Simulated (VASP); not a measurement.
# CdS (P3m1) in VASP: dielectric tensor with PBEsol

Aim: the dielectric tensor of CdS with PBEsol.

Program: VASP 6.6.1. These are calculated values, not measurements. Logs are shortened: lines on timing, memory, paths and dates and some standing lists are left out, and cuts for length are marked.

## (1) The cell of the first run

The structure is trigonal, space group P3m1 (No. 156). Conventional cell: a = 4.261 Å, b = 4.261 Å, c = 5.804 Å, α = 90.00°, β = 90.00°, γ = 120.00°. Cd (site symmetry 3m) has 3 S at 2.46 Å within 3.2 Å. Within 3.2 Å of S (site symmetry 3m) lie 3 Cd at 2.46 Å.

## (2) Dielectric tensor, PBEsol

Contents of INCAR:

```
SYSTEM = CdS
PREC = Accurate
ENCUT = 520
EDIFF = 1E-8
ISMEAR = 0
SIGMA = 0.01
LREAL = .FALSE.
LASPH = .TRUE.
NELM = 100
ALGO = Normal
ISIF = 2
LWAVE = .FALSE.
LCHARG = .FALSE.
GGA = PS
LEPSILON = .TRUE.
```

Contents of KPOINTS:

```
regular mesh
0
G
  6 6 4
  0 0 0
```

Contents of POSCAR:

```
CdS
1.0
    4.2611695900      0.0000000000      0.0000000000
   -2.1305847900      3.6902811100      0.0000000000
    0.0000000000      0.0000000000      5.8041729400
Cd S
1 1
Direct
    0.0000000000      0.0000000000      0.4426919195
    0.6666666703      0.3333333297      0.4343080808
```

Potentials or basis: VASP PAW PBE potentials, release 64 (Cd, S).

The run is started by

```sh
> cat potpaw_PBE.64/Cd/POTCAR potpaw_PBE.64/S/POTCAR > POTCAR
> mpirun -np 1 vasp_std > vasp.out
```

OUTCAR:

```text
SYSTEM = CdS
   PREC = Accurate
   ENCUT = 520
   EDIFF = 1E-8
   ISMEAR = 0
   LREAL = .FALSE.
   LASPH = .TRUE.
   NELM = 100
   ISIF = 2
   GGA = PS
   LEPSILON = .TRUE.

 ion  position               nearest neighbor table
   1  0.000  0.000  0.443-   2 2.46   2 2.46   2 2.46
   2  0.667  0.333  0.434-   1 2.46   1 2.46   1 2.46

  LATTYP: Found a hexagonal cell.
 ALAT       =     4.2611695900
 C/A-ratio  =     1.3621079418

  Lattice vectors:

 A1 = (   4.2611695900,   0.0000000000,   0.0000000000)
 A2 = (  -2.1305847900,   3.6902811100,   0.0000000000)
 A3 = (   0.0000000000,   0.0000000000,   5.8041729400)

Analysis of symmetry for initial positions (statically):
=====================================================================
 Subroutine PRICEL returns:
 Original cell was already a primitive cell.

 Routine SETGRP: Setting up the symmetry group for a
 hexagonal supercell.

 Subroutine GETGRP returns: Found  6 space group operations
 (whereof  6 operations were pure point group operations)
 out of a pool of 24 trial point group operations.

The static configuration has the point symmetry C_3v.

Analysis of symmetry for dynamics (positions and initial velocities):
=====================================================================
 Subroutine PRICEL returns:
 Original cell was already a primitive cell.

 Routine SETGRP: Setting up the symmetry group for a
 hexagonal supercell.

 Subroutine GETGRP returns: Found  6 space group operations
 (whereof  6 operations were pure point group operations)
 out of a pool of 24 trial point group operations.

The dynamic configuration has the point symmetry C_3v.

 Subroutine INISYM returns: Found  6 space group operations
 (whereof  6 operations are pure point group operations),
 and found     1 'primitive' translations

----------------------------------------------------------------------------------------

                                     Primitive cell

  volume of cell :      91.2701

  direct lattice vectors                    reciprocal lattice vectors
     4.261169590  0.000000000  0.000000000     0.234677353  0.135491033  0.000000000
    -2.130584790  3.690281110  0.000000000     0.000000000  0.270982066  0.000000000
     0.000000000  0.000000000  5.804172940     0.000000000  0.000000000  0.172289835

  length of vectors
     4.261169590  4.261169583  5.804172940     0.270982066  0.270982066  0.172289835

  position of ions in fractional coordinates (direct lattice)
     0.000000000  0.000000000  0.442691919
     0.666666670  0.333333330  0.434308081

  ion indices of the primitive-cell ions
   primitive index   ion index
                 1           1
                 2           2

----------------------------------------------------------------------------------------

 KPOINTS: regular mesh

Automatic generation of k-mesh.
 Grid dimensions read from file:
 generate k-points for:    6    6    4

 Generating k-lattice:

  Cartesian coordinates                     Fractional coordinates (reciprocal lattice)
     0.039112892  0.022581839  0.000000000     0.166666667  0.000000000  0.000000000
     0.000000000  0.045163678  0.000000000     0.000000000  0.166666667  0.000000000
     0.000000000  0.000000000  0.043072459     0.000000000  0.000000000  0.250000000

  Length of vectors
     0.045163678  0.045163678  0.043072459

  Shift w.r.t. Gamma in fractional coordinates (k-lattice)
     0.000000000  0.000000000  0.000000000

 Subroutine IBZKPT returns following result:
 ===========================================

 Found     24 irreducible k-points:

 Following reciprocal coordinates:
            Coordinates               Weight
[... 72 lines left out ...]
   LRPA    =     F    only Hartree local field effects (RPA)
 non-spin polarized calculation
 Gauss-broadening in eV      SIGMA  =   0.01
  energy-cutoff  :      520.00
  volume of cell :       91.27
 maximum number of plane-waves:      2490
   NGX = 15   NGY = 15   NGZ = 21

--------------------------------------- Ionic step        1  -------------------------------------------

 number of electron      18.0000002 magnetization

 E-fermi :  -2.1179     XC(G=0):  -6.1865

 val. band max:       -2.1981524380   @ k =   0.0000   0.0000   0.5000
 cond. band min:      -0.7803886881   @ k =   0.0000   0.0000   0.0000
 fundamental gap:      1.4177637498
 Fermi energy:        -2.1179136336

 k-point     1 :       0.0000    0.0000    0.0000
  band No.  band energies     occupation
      1     -13.7996      2.00000
      2      -9.8401      2.00000
      3      -9.8401      2.00000
      4      -9.3177      2.00000
      5      -9.3177      2.00000
      6      -9.1052      2.00000
      7      -3.2495      2.00000
      8      -2.2024      2.00000
      9      -2.2024      2.00000
     10      -0.7804      0.00000
     11       3.4815      0.00000
     12       4.6538      0.00000
     13       4.6538      0.00000
[... 354 lines left out ...]
  band No.  band energies     occupation
      1     -13.4124      2.00000
      2      -9.5784      2.00000
      3      -9.5159      2.00000
      4      -9.4194      2.00000
      5      -9.3589      2.00000
      6      -8.7573      2.00000
      7      -5.6237      2.00000
      8      -4.6155      2.00000
      9      -2.3104      2.00000
     10       2.1974      0.00000
     11       3.2704      0.00000
     12       4.7241      0.00000
     13       6.0948      0.00000

  FORCE on cell =-STRESS in cart. coord.  units (eV):
  Direction    XX          YY          ZZ          XY          YZ          ZX
  --------------------------------------------------------------------------------------
  -------------------------------------------------------------------------------------
  Total       -1.1033761     -1.1033761     -0.0048069     -0.0000000      0.0000000     -0.0000000
  in kB      -19.3689259    -19.3689259     -0.0843811     -0.0000000      0.0000000     -0.0000000
  external PRESSURE =     -12.9407443 kB  Pullay stress =       0.0000000 kB

 VOLUME and BASIS-vectors are now :
 -----------------------------------------------------------------------------
  energy-cutoff  :      520.00
  volume of cell :       91.27
      direct lattice vectors                 reciprocal lattice vectors
     4.261169590  0.000000000  0.000000000     0.234677353  0.135491033  0.000000000
    -2.130584790  3.690281110  0.000000000     0.000000000  0.270982066  0.000000000
     0.000000000  0.000000000  5.804172940     0.000000000  0.000000000  0.172289835

 POSITION                                       TOTAL-FORCE (eV/Angst)
 -----------------------------------------------------------------------------------
      0.00000      0.00000      2.56946         0.000000     -0.000000     -0.013976
      2.13058      1.23009      2.52080        -0.000000      0.000000      0.013976
 -----------------------------------------------------------------------------------
    total drift:                               -0.000010      0.000006      0.000042

  FREE ENERGIE OF THE ION-ELECTRON SYSTEM (eV)
  ---------------------------------------------------
  free  energy   TOTEN  =        -6.1710867278 eV

  energy  without entropy=       -6.1710867278  energy(sigma->0) =       -6.17108673

 HEAD OF MICROSCOPIC STATIC DIELECTRIC TENSOR (INDEPENDENT PARTICLE, excluding Hartree and local field effects)
 ------------------------------------------------------
           6.703703     0.000000     0.000000
           0.000000     6.703703     0.000000
          -0.000000     0.000000     2.455565
 ------------------------------------------------------

 Free energy of the ion-electron system (eV)
  ---------------------------------------------------
  ---------------------------------------------------
  free energy    TOTEN  =        -1.46906824 eV

  energy without entropy =       -1.46906824

------------------------ aborting loop because EDIFF is reached ----------------------------------------

--------------------------------------- Ionic step        2  -------------------------------------------

------------------------ aborting loop because EDIFF is reached ----------------------------------------

--------------------------------------- Ionic step        3  -------------------------------------------

 Free energy of the ion-electron system (eV)
  ---------------------------------------------------
  ---------------------------------------------------
  free energy    TOTEN  =        -0.25317640 eV

  energy without entropy =       -0.25317640

------------------------ aborting loop because EDIFF is reached ----------------------------------------

 PIEZOELECTRIC TENSOR FIELD DIRECTION 3  (e Angst)
 -----------------------------------------------------------------------------
     0.01325  0.00000 -0.00000           (  0.00355  0.00000  0.00000)
     0.00000  0.01325  0.00000           (  0.00000  0.00355  0.00000)
     0.00000  0.00000 -0.00857           (  0.00000  0.00000  0.00551)

 PIEZOELECTRIC TENSOR FIELD DIRECTION 3  (C/m^2)
 -----------------------------------------------------------------------------
     0.00233  0.00000 -0.00000
     0.00000  0.00233  0.00000
     0.00000  0.00000 -0.00150

 MACROSCOPIC STATIC DIELECTRIC TENSOR (including local field effects in DFT)
 ------------------------------------------------------
           6.501603     0.000000     0.000000
           0.000000     6.501603     0.000000
          -0.000000     0.000000     1.851736
 ------------------------------------------------------

 PIEZOELECTRIC TENSOR (including local field effects)  for field in x, y, z        (e  Angst)
          XX          YY          ZZ          XY          YZ          ZX
  --------------------------------------------------------------------------------
  x    -0.00000     0.00000     0.00000    -2.39442     0.00000     0.11516
  y    -2.39442     2.39442     0.00000     0.00000     0.11516     0.00000
  z     0.01325     0.01325    -0.00857     0.00000    -0.00000    -0.00000

 PIEZOELECTRIC TENSOR (including local field effects)  for field in x, y, z        (C/m^2)
          XX          YY          ZZ          XY          YZ          ZX
  --------------------------------------------------------------------------------
  x    -0.00000     0.00000     0.00000    -0.42032     0.00000     0.02022
  y    -0.42032     0.42032     0.00000     0.00000     0.02022     0.00000
  z     0.00233     0.00233    -0.00150     0.00000    -0.00000    -0.00000

 BORN EFFECTIVE CHARGES (including local field effects) (in |e|, cummulative output)
 ---------------------------------------------------------------------------------
 ion    1
    1     2.91095     0.00000     0.00000
    2     0.00000     2.91095     0.00000
    3     0.00000     0.00000     0.44875
 ion    2
    1    -2.91095    -0.00000     0.00000
    2    -0.00000    -2.91095     0.00000
    3     0.00000    -0.00000    -0.44875
```

It took 3.2 min on 1 thread of Intel Xeon Platinum 8488C (Sapphire Rapids), shared host; peak memory 0.38 GiB.

Results:

* Band gap on the k mesh: 1.42 eV, indirect (the least direct gap lies 4.2 meV higher)
* Electronic dielectric tensor (diagonal): 6.50, 6.50, 1.85
* Born charges (mean of the diagonal): Cd +2.09; S -2.09 e

Levels at points of the mesh, in eV from the valence-band top:
| k point | band 7 | band 8 | band 9 | band 10 | band 11 | band 12 |
| --- | --- | --- | --- | --- | --- | --- |
| (0.00, 0.00, 0.00) | -1.05 | 0.00 | 0.00 | 1.42 | 5.68 | 6.85 |
| (0.50, 0.00, 0.00) | -3.63 | -1.32 | -0.15 | 3.64 | 5.12 | 6.83 |
| (0.00, 0.00, 0.50) | -1.26 | 0.00 | 0.00 | 1.68 | 5.14 | 6.90 |
| (0.50, 0.00, 0.50) | -3.60 | -1.31 | -0.25 | 3.79 | 4.27 | 7.86 |

Electronic dielectric tensor:
```
6.50 0.00 0.00
0.00 6.50 0.00
0.00 0.00 1.85
```

Born effective charge tensors (e):
atom 1, Cd
```
2.91 0.00 0.00
0.00 2.91 0.00
0.00 0.00 0.45
```
atom 2, S
```
-2.91  0.00  0.00
 0.00 -2.91  0.00
 0.00  0.00 -0.45
```

Caveat: the PAW data sets were made with another functional, which shifts forces and pressure a little. PBEsol gaps usually lie below the measured ones, often by a third to a half.
